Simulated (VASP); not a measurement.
H18CO10: single point with LDA

H18CO10:

```
O H C
1.0
     6.56630    0.00000    0.00000
     0.00000    6.69883    0.00000
     0.00000    0.00000    6.59336
O H C
10 18 1
Direct
  0.85060 0.21526 0.96637
  0.75673 0.01153 0.62997
  0.52119 0.69209 0.44088
  0.88255 0.23164 0.31797
  0.12745 0.49573 0.43739
  0.23162 0.21308 0.89864
  0.30046 0.86424 0.71068
  0.95312 0.70891 0.74058
  0.49472 0.53287 0.84165
  0.64632 0.71259 0.08928
  0.77822 0.12663 0.86263
  0.99881 0.21517 0.94760
  0.62053 0.98090 0.56862
  0.84419 0.88732 0.64676
  0.62008 0.62057 0.53225
  0.59187 0.69342 0.29836
  0.85118 0.15027 0.43382
  0.83900 0.19466 0.12499
  0.26199 0.56217 0.39861
  0.96459 0.33998 0.36901
  0.31700 0.34094 0.89106
  0.26869 0.11841 0.79102
  0.09587 0.78043 0.74511
  0.35451 0.81365 0.58166
  0.06495 0.55141 0.56419
  0.88351 0.67376 0.87244
  0.37852 0.77533 0.79882
  0.53519 0.41827 0.12688
  0.55812 0.55499 0.01713
```

```yaml
Program: VASP 6.6.1
Task: single point
Functional: LDA
Potentials_or_basis: VASP PAW LDA potentials, release 64 (O, H, C)
Cutoff: 520 eV
k_mesh: 1 × 1 × 1
Occupations: fermi-dirac, width 0.05 eV
Spin: no spin polarisation
Dipole_correction: no
Further_INCAR_settings: LREAL = Auto; ALGO = Normal; EDIFF = 1e-06; NBANDS = 61
```

* Pressure: -0.4 GPa
* Largest force: 2.490 eV/Å
* Band gap on the k mesh: 4.83 eV

Forces in eV/Å, atoms in the order of the input:
```
O   -2.121 -0.302 -0.856
O   -0.790  1.115 -0.229
O    0.660 -0.644  0.579
O   -1.137 -0.730 -1.061
O    0.665  0.438 -0.192
O    0.013  1.284  0.513
O   -0.930  0.875  0.370
O   -0.211 -0.392  0.182
O   -0.539  0.118 -0.510
O   -0.587 -1.671 -0.920
H    0.394  0.105 -0.120
H    2.308  0.037 -0.933
H    0.990 -0.329  0.455
H   -0.496 -0.575  0.287
H   -1.014  0.416 -0.281
H   -0.059  0.493 -0.076
H   -0.664 -1.291  1.321
H   -0.101  0.215  0.912
H   -1.004 -0.558  0.861
H    1.661  1.662 -0.017
H   -0.423 -1.027 -0.569
H    0.305 -0.223 -0.079
H   -0.260 -0.280  0.403
H    0.473 -0.323 -1.256
H    0.427  0.295 -0.223
H    0.639  0.598 -0.661
H    0.693 -0.590  0.827
H    0.200  1.082 -0.502
C    0.905  0.202  1.774
```

Stress tensor (GPa, compression positive):
```
-1.39 -0.91  0.30
-0.91 -1.48  0.07
 0.30  0.07  1.71
```

Levels at points of the mesh, in eV from the valence-band top:
```csv
k point,band 37,band 38,band 39,band 40,band 41,band 42,band 43,band 44,band 45,band 46
"(0.00, 0.00, 0.00)",-0.68,-0.53,-0.23,-0.19,0.00,4.83,5.39,7.18,7.86,8.22
```

Wall time 33 s on 1 thread of Intel(R) Xeon(R) Platinum 8259CL CPU @ 2.50GHz (Skylake/Cascade Lake) (shared host), peak memory 0.25 GiB.

Caveat: the k points lie up to 0.96 Å⁻¹ apart.
